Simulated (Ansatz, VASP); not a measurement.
## Zr in VASP and in Ansatz

```
CELL_PARAMETERS angstrom
3.18889 0.00000 0.00000
-1.59444 2.76166 0.00000
0.00000 0.00000 5.10535
ATOMIC_POSITIONS crystal
Zr 0.33333 0.66667 0.25000
Zr 0.66667 0.33333 0.75000
```

Alike in both runs: task single point; functional PBEsol; k mesh 12 × 12 × 6; occupations fermi-dirac, width 0.05 eV; no spin polarisation.

|  | VASP | Ansatz |
| --- | --- | --- |
| version | VASP 6.6.1 | Ansatz 0.2.0 |
| potentials or method | VASP PAW PBE potentials, release 64 (Zr_sv), cutoff 520 eV | all-electron LAPW, scalar-relativistic |

|  | VASP | Ansatz | Ansatz less VASP |
| --- | --- | --- | --- |
| pressure (GPa) | 0.1 | 0.0 | -0.03 |

VASP's potentials were made for PBE, not for PBEsol. Ansatz ran all-electron here, and VASP with PAW potentials. Ansatz's warnings: optics on partly filled bands.
